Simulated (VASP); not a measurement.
# AgB2 (P6/mmm) in VASP: settings compared

The runs below take AgB2 through single point, with PBE+D4, PBE+D3(BJ), BLYP+D3(BJ).

Program: VASP 6.6.1. These are calculated values, not measurements. Logs are shortened: lines on timing, memory, paths and dates and some standing lists are left out, and cuts for length are marked.

## Step 1: The cell of the first run

The structure is hexagonal, space group P6/mmm (No. 191). The conventional cell has a = 2.968 Å, b = 2.968 Å, c = 3.883 Å, α = 90.00°, β = 90.00°, γ = 120.00°. Ag (site symmetry 6/mmm) has 12 B at 2.59 Å and 6 Ag at 2.97 Å within 3.4 Å. Within 2.3 Å of B (site symmetry -6m2) lie 3 B at 1.71 Å.

## Step 2: Single point, PBE+D4 (volume scaled by 0.96)

INCAR

```
SYSTEM = AgB2
PREC = Accurate ; ENCUT = 520
EDIFF = 1E-7 ; ISMEAR = 0
SIGMA = 0.05 ; LREAL = .False.
LASPH = .True. ; NELM = 100
ALGO = Normal ; ISIF = 2
LWAVE = .False. ; LCHARG = .True.
GGA = PE ; IVDW = 13
LELF = .True. ; LVHAR = .True.
NBANDS = 16
```

KPOINTS

```
regular mesh
0
Gamma
  10 10 8
  0 0 0
```

POSCAR

```
AgB2
1.0
    2.9675843525      0.0000000000      0.0000000000
   -1.4837921762      2.5700034371      0.0000000000
    0.0000000000      0.0000000000      3.8829996199
Ag B
1 2
Direct
    0.0000000000      0.0000000000      0.0000000000
    0.3333333333      0.6666666667      0.5000000000
    0.6666666667      0.3333333333      0.5000000000
```

Potentials or basis: VASP PAW PBE potentials, release 64 (Ag, B).

Started as:

```
> cat potpaw_PBE.64/Ag/POTCAR potpaw_PBE.64/B/POTCAR > POTCAR
> mpirun -np 1 vasp_std > vasp.out
```

OUTCAR:

```text
SYSTEM = AgB2
   PREC = Accurate
   ENCUT = 520
   EDIFF = 1E-7
   ISMEAR = 0
   LREAL = .False.
   LASPH = .True.
   NELM = 100
   ISIF = 2
   GGA = PE
   IVDW = 13

 ion  position               nearest neighbor table
   1  0.000  0.000  0.000-   2 2.59   3 2.59   2 2.59   3 2.59   2 2.59   2 2.59   3 2.59   3 2.59
                             3 2.59   3 2.59   2 2.59   2 2.59
   2  0.333  0.667  0.500-   3 1.71   3 1.71   3 1.71   1 2.59   1 2.59   1 2.59   1 2.59   1 2.59
                             1 2.59
   3  0.667  0.333  0.500-   2 1.71   2 1.71   2 1.71   1 2.59   1 2.59   1 2.59   1 2.59   1 2.59
                             1 2.59

  LATTYP: Found a hexagonal cell.
 ALAT       =     2.9675843525
 C/A-ratio  =     1.3084715239

  Lattice vectors:

 A1 = (   2.9675843525,   0.0000000000,   0.0000000000)
 A2 = (  -1.4837921762,   2.5700034371,   0.0000000000)
 A3 = (   0.0000000000,   0.0000000000,   3.8829996199)

Analysis of symmetry for initial positions (statically):
=====================================================================
 Subroutine PRICEL returns:
 Original cell was already a primitive cell.

 Routine SETGRP: Setting up the symmetry group for a
 hexagonal supercell.

 Subroutine GETGRP returns: Found 24 space group operations
 (whereof 24 operations were pure point group operations)
 out of a pool of 24 trial point group operations.

The static configuration has the point symmetry D_6h.

Analysis of symmetry for dynamics (positions and initial velocities):
=====================================================================
 Subroutine PRICEL returns:
 Original cell was already a primitive cell.

 Routine SETGRP: Setting up the symmetry group for a
 hexagonal supercell.

 Subroutine GETGRP returns: Found 24 space group operations
 (whereof 24 operations were pure point group operations)
 out of a pool of 24 trial point group operations.

The dynamic configuration has the point symmetry D_6h.

 Subroutine INISYM returns: Found 24 space group operations
 (whereof 24 operations are pure point group operations),
 and found     1 'primitive' translations

----------------------------------------------------------------------------------------

                                     Primitive cell

  volume of cell :      29.6145

  direct lattice vectors                    reciprocal lattice vectors
     2.967584352  0.000000000  0.000000000     0.336974415  0.194552269  0.000000000
    -1.483792176  2.570003437  0.000000000     0.000000000  0.389104538  0.000000000
     0.000000000  0.000000000  3.882999620     0.000000000  0.000000000  0.257532861

  length of vectors
     2.967584352  2.967584352  3.882999620     0.389104538  0.389104538  0.257532861

  position of ions in fractional coordinates (direct lattice)
     0.000000000  0.000000000  0.000000000
     0.333333333  0.666666667  0.500000000
     0.666666667  0.333333333  0.500000000

  ion indices of the primitive-cell ions
   primitive index   ion index
                 1           1
                 2           2
                 3           3

----------------------------------------------------------------------------------------

 KPOINTS: regular mesh

Automatic generation of k-mesh.
 Grid dimensions read from file:
 generate k-points for:   10   10    8

 Generating k-lattice:

  Cartesian coordinates                     Fractional coordinates (reciprocal lattice)
     0.033697441  0.019455227  0.000000000     0.100000000  0.000000000  0.000000000
     0.000000000  0.038910454  0.000000000     0.000000000  0.100000000  0.000000000
     0.000000000  0.000000000  0.032191608     0.000000000  0.000000000  0.125000000

  Length of vectors
     0.038910454  0.038910454  0.032191608

  Shift w.r.t. Gamma in fractional coordinates (k-lattice)
     0.000000000  0.000000000  0.000000000

 Subroutine IBZKPT returns following result:
 ===========================================

 Found     70 irreducible k-points:

 Following reciprocal coordinates:
            Coordinates               Weight
  0.000000  0.000000  0.000000      1.000000
  0.100000 -0.000000  0.000000      6.000000
  0.200000 -0.000000  0.000000      6.000000
  0.300000  0.000000  0.000000      6.000000
  0.400000 -0.000000  0.000000      6.000000
  0.500000 -0.000000  0.000000      3.000000
[... 16 lines left out ...]
  0.300000  0.100000  0.125000     24.000000
  0.400000  0.100000  0.125000     24.000000
 [... further k-points ...]
   k-points           NKPTS =     70   k-points in BZ     NKDIM =     70   number of bands    NBANDS=     16
   number of dos      NEDOS =    301   number of ions     NIONS =      3
   total plane-waves  NPLWV =  17280
   dimension x,y,z NGX =    24 NGY =   24 NGZ =   30
   dimension x,y,z NGXF=    48 NGYF=   48 NGZF=   60
   ions per type =               1   2
   NGX,Y,Z   is equivalent  to a cutoff of  13.44, 13.44, 12.84 a.u.
   NGXF,Y,Z  is equivalent  to a cutoff of  26.89, 26.89, 25.69 a.u.
 SYSTEM =  AgB2
   PREC   = accura    normal or accurate (medium, high low for compatibility)
   ISTART =      0    job   : 0-new  1-cont  2-samecut
   ICHARG =      2    charge: 1-file 2-atom 10-const
   ISPIN  =      1    spin polarized calculation?
   LNONCOLLINEAR =      F non collinear calculations
   LSORBIT =      F    spin-orbit coupling
   LASPH  =      T    aspherical Exc in radial PAW
   ENCUT  =  520.0 eV  38.22 Ry    6.18 a.u.   5.52  5.52  7.22*2*pi/ulx,y,z
   NELM   =    100;   NELMIN=  2; NELMDL= -5     # of ELM steps
   EDIFF  = 0.1E-06   stopping-criterion for ELM
   LREAL  =      F    real-space projection
   EDIFFG = 0.1E-05   stopping-criterion for IOM
   NSW    =      0    number of steps for IOM
   IBRION =     -1    ionic relax: 0-MD 1-quasi-New 2-CG
   NFREE  =      0    steps in history (QN), initial steepest desc. (CG)
   ISIF   =      2    stress and relaxation
   ISYM   =      2    0-nonsym 1-usesym 2-fastsym
   POTIM  = 0.5000    time-step for ionic-motion
   TEBEG  =    0.0;   TEEND  =   0.0 temperature during run
   PSTRESS=    0.0 pullay stress
   NELECT =      17.0000    total number of electrons
   NUPDOWN=      -1.0000    fix difference up-down
   EMIN   =  10.00;   EMAX   =-10.00  energy-range for DOS
   EFERMI =   0.00;   METHOD = LEGACY
   ISMEAR =     0;   SIGMA  =   0.05  broadening in eV -4-tet -1-fermi 0-gaus
   EFERMI_NEDOS =   21; number of points for ismear=-14 and -15
   IALGO  =     38    algorithm
   IMIX   =      4    mixing-type and parameters
     AMIX     =   0.40;   BMIX     =  1.00
     AMIX_MAG =   1.60;   BMIX_MAG =  1.00
  volume/ion in A,a.u.               =       9.87        66.62
  Fermi-wavevector in a.u.,A,eV,Ry     =   1.360577  2.571118 25.186691  1.851170
  Thomas-Fermi vector in A             =   2.487227
   LORBIT       =      0    0 simple, 1 ext, 2 COOP (PROOUT), +10 PAW based schemes
   GGA     = PE    functional components
   LHFCALC =     F    Hartree Fock is set to
   AEXX    =    0.0000 exact exchange contribution
   IVDW    =    13    specifies the selected vdW correction
   LEPSILON=     F    determine dielectric tensor
   LRPA    =     F    only Hartree local field effects (RPA)
 non-spin polarized calculation
 Gauss-broadening in eV      SIGMA  =   0.05
  energy-cutoff  :      520.00
  volume of cell :       29.61
 maximum number of plane-waves:       830
 NGX is ok and might be reduce to    24
   NGX = 11   NGY = 11   NGZ = 15

 number of electron      17.0000005 magnetization

 Free energy of the ion-electron system (eV)
  ---------------------------------------------------
  ext. energy  EPLUGINS =         0.00000000
  ---------------------------------------------------
  free energy    TOTEN  =       -14.46750862 eV

  energy without entropy =      -14.46582915  energy(sigma->0) =      -14.46666888

 E-fermi :   8.0555     XC(G=0): -12.4179

 val. band max:        8.0310473544   @ k =   0.2000  -0.0000   0.1250
 cond. band min:       8.0705513735   @ k =   0.4000   0.1000   0.2500
 fundamental gap:      0.0395040191
 Fermi energy:         8.0554981584

 k-point     1 :       0.0000    0.0000    0.0000
  band No.  band energies     occupation
      1      -4.6352      2.00000
      2       1.9996      2.00000
      3       2.9392      2.00000
      4       2.9392      2.00000
      5       4.0075      2.00000
      6       4.0075      2.00000
[... 8 lines left out ...]
     15      25.1718      0.00000
     16      26.8505      0.00000

 k-point     2 :       0.1000   -0.0000    0.0000
  band No.  band energies     occupation
      1      -4.4453      2.00000
      2       2.1328      2.00000
      3       2.8254      2.00000
      4       3.0642      2.00000
      5       3.1865      2.00000
      6       3.9774      2.00000
[... 8 lines left out ...]
     15      25.7681      0.00000
     16      26.4604      0.00000

 k-point     3 :       0.2000   -0.0000    0.0000
  band No.  band energies     occupation
      1      -3.8851      2.00000
      2       2.3217      2.00000
      3       2.5415      2.00000
      4       2.6413      2.00000
      5       3.4117      2.00000
      6       3.8995      2.00000
[... 8 lines left out ...]
     15      24.5943      0.00000
     16      25.2288      0.00000

 k-point     4 :       0.3000    0.0000    0.0000
  band No.  band energies     occupation
      1      -2.9827      2.00000
      2       1.9355      2.00000
      3       2.0976      2.00000
      4       2.6653      2.00000
      5       3.8049      2.00000
      6       3.8987      2.00000
[... 8 lines left out ...]
     15      22.7889      0.00000
     16      24.5294      0.00000
[... 324 lines left out ...]
 k-point    22 :       0.2000    0.1000    0.1250
  band No.  band energies     occupation
      1      -3.2470      2.00000
      2       2.0386      2.00000
      3       2.3682      2.00000
      4       2.6820      2.00000
      5       3.6417      2.00000
      6       3.7822      2.00000
[... 8 lines left out ...]
     15      21.4252      0.00000
     16      24.7899      0.00000

 k-point    23 :       0.3000    0.1000    0.1250
  band No.  band energies     occupation
      1      -2.2238      2.00000
      2       1.4488      2.00000
      3       2.1787      2.00000
      4       2.6132      2.00000
      5       3.4610      2.00000
      6       4.1677      2.00000
[... 8 lines left out ...]
     15      21.7044      0.00000
     16      23.6399      0.00000

 k-point    24 :       0.4000    0.1000    0.1250
  band No.  band energies     occupation
      1      -0.9618      2.00000
      2       0.3827      2.00000
      3       2.1274      2.00000
      4       2.2687      2.00000
      5       3.3273      2.00000
      6       4.4809      2.00000
[... 8 lines left out ...]
     15      22.4381      0.00000
     16      24.3100      0.00000

 [... further k-points ...]

------------------------ aborting loop because EDIFF is reached ----------------------------------------

  DFT-D4 for vdW energy calculation

  Edisp (eV):   -1.21021

  FORCE on cell =-STRESS in cart. coord.  units (eV):
  Direction    XX          YY          ZZ          XY          YZ          ZX
  --------------------------------------------------------------------------------------
  -------------------------------------------------------------------------------------
  Total       1.26048     1.26048     1.24898     0.00000     0.00000    -0.00000
  in kB      68.19352    68.19352    67.57105     0.00000     0.00000    -0.00000
  external pressure =       67.99 kB  Pullay stress =        0.00 kB

 VOLUME and BASIS-vectors are now :
 -----------------------------------------------------------------------------
  energy-cutoff  :      520.00
  volume of cell :       29.61
      direct lattice vectors                 reciprocal lattice vectors
     2.967584352  0.000000000  0.000000000     0.336974415  0.194552269  0.000000000
    -1.483792176  2.570003437  0.000000000     0.000000000  0.389104538  0.000000000
     0.000000000  0.000000000  3.882999620     0.000000000  0.000000000  0.257532861

 POSITION                                       TOTAL-FORCE (eV/Angst)
 -----------------------------------------------------------------------------------
      0.00000      0.00000      0.00000         0.000000     -0.000000     -0.000000
     -0.00000      1.71334      1.94150         0.000000      0.000000      0.000000
      1.48379      0.85667      1.94150        -0.000000     -0.000000     -0.000000
 -----------------------------------------------------------------------------------
    total drift:                               -0.000000      0.000000      0.000000

  FREE ENERGIE OF THE ION-ELECTRON SYSTEM (eV)
  ---------------------------------------------------
  free  energy   TOTEN  =       -15.6777166932 eV

  energy  without entropy=      -15.6760372213  energy(sigma->0) =      -15.67687696
```

Run time: 52 s. Hardware: 1 thread of Intel Xeon 8259CL, shared host; peak memory 0.17 GiB.

What came out:

```yaml
Free_energy: -15.6777 eV
Pressure: 6.8 GPa
Dispersion_energy_per_atom: -0.403 eV
```

Levels at points of the mesh, in eV from the Fermi level:
```csv
k point,band 5,band 6,band 7,band 8,band 9,band 10,band 11,band 12
"(0.00, 0.00, 0.00)",-4.05,-4.05,-3.98,1.30,1.30,2.00,7.52,7.52
"(0.50, 0.00, 0.00)",-4.35,-3.44,-2.65,-1.93,2.51,3.26,4.26,6.46
"(0.00, 0.00, 0.50)",-4.96,-4.24,-4.24,0.88,0.88,8.56,9.00,9.00
"(0.50, 0.00, 0.50)",-4.15,-3.43,-2.98,-2.42,-0.23,1.42,6.54,9.92
```

Caveat: pairwise dispersion overbinds metals, which lowers pressure and volume.

## Step 3: Single point, PBE+D3(BJ) (volume scaled by 0.98)

INCAR

```
PREC = Accurate ; ENCUT = 520
EDIFF = 1E-6 ; ISMEAR = 0
SIGMA = 0.05 ; LREAL = False
LASPH = True ; NELM = 80
ALGO = Normal ; ISIF = 2
LWAVE = False ; LCHARG = False
GGA = PE ; IVDW = 12
NBANDS = 16
```

KPOINTS

```
Automatic mesh
0
Gamma
  10 10 8
```

POSCAR

```
AgB2
1.0
    2.9841484767      0.0000000000      0.0000000000
   -1.4920742383      2.5843483895      0.0000000000
    0.0000000000      0.0000000000      3.9772251558
Ag B
1 2
Direct
    0.0000000000      0.0000000000      0.0000000000
    0.3333333333      0.6666666667      0.5000000000
    0.6666666667      0.3333333333      0.5000000000
```

Potentials or basis: VASP PAW PBE potentials, release 64 (Ag, B).

Started as:

```
> cat potpaw_PBE.64/Ag/POTCAR potpaw_PBE.64/B/POTCAR > POTCAR
> mpirun -np 1 vasp_std > vasp.out
```

Wall time 46 s (1 thread of Intel Xeon 8259CL, shared host); peak memory 0.18 GiB.

The run converged. Its results:

| Item | Value |
| --- | --- |
| Free energy | -15.5634 eV |
| Pressure | 2.0 GPa |
| Dispersion energy per atom | -0.342 eV |

Stress tensor (GPa, compression positive):
```
2.00 0.00 0.00
0.00 2.00 0.00
0.00 0.00 1.88
```

Levels at points of the mesh, in eV from the Fermi level:
```tsv
k point	band 6	band 7	band 8	band 9	band 10	band 11
(0.00, 0.00, 0.00)	-3.91	-3.91	1.30	1.30	1.61	7.60
(0.50, 0.00, 0.00)	-3.32	-2.62	-1.79	2.51	3.09	4.09
(0.00, 0.00, 0.50)	-4.07	-4.07	0.95	0.95	7.97	8.90
(0.50, 0.00, 0.50)	-3.32	-2.75	-2.54	-0.30	1.44	6.56
```

Caveat: three body term missing; pairwise dispersion overbinds metals, which lowers pressure and volume.

## Step 4: Single point, PBE+D3(BJ) (volume scaled by 0.98)

INCAR

```
PREC = Accurate
ENCUT = 520
EDIFF = 1E-7
ISMEAR = 0
SIGMA = 0.05
LREAL = F
LASPH = T
NELM = 60
ALGO = Normal
ISIF = 2
LWAVE = F
LCHARG = T
GGA = PE
IVDW = 12
LELF = T
LVHAR = T
NBANDS = 16
```

KPOINTS

```
regular mesh
0
Gamma
  10 10 8
```

POSCAR

```
AgB2
1.0
    2.9769644807      0.0000000000      0.0000000000
   -1.4884822403      2.5781268664      0.0000000000
    0.0000000000      0.0000000000      3.9964439574
Ag B
1 2
Direct
    0.0000000000      0.0000000000      0.0000000000
    0.3333333333      0.6666666667      0.5000000000
    0.6666666667      0.3333333333      0.5000000000
```

Started as:

```
> cat potpaw_PBE.64/Ag/POTCAR potpaw_PBE.64/B/POTCAR > POTCAR
> mpirun -np 1 vasp_std > vasp.out
```

Wall time 48 s (1 thread of Intel Xeon 8259CL, shared host); peak memory 0.18 GiB.

The run converged. Its results:

```
Free energy                : -15.5626 eV
Pressure                   : 2.3 GPa
Dispersion energy per atom : -0.342 eV
```

Stress tensor (GPa, compression positive):
```
2.86 0.00 0.00
0.00 2.86 0.00
0.00 0.00 1.20
```

Levels at points of the mesh, in eV from the Fermi level:
```csv
k point,band 5,band 6,band 7,band 8,band 9,band 10,band 11,band 12
"(0.00, 0.00, 0.00)",-3.96,-3.90,-3.90,1.32,1.32,1.51,7.67,7.67
"(0.50, 0.00, 0.00)",-4.19,-3.30,-2.62,-1.77,2.50,3.07,4.04,6.27
"(0.00, 0.00, 0.50)",-4.79,-4.05,-4.05,0.98,0.98,7.84,8.93,8.93
"(0.50, 0.00, 0.50)",-4.05,-3.30,-2.73,-2.58,-0.32,1.47,6.63,9.68
```

Caveat: three body term missing; pairwise dispersion overbinds metals, which lowers pressure and volume.

[end of part 1 of 2]
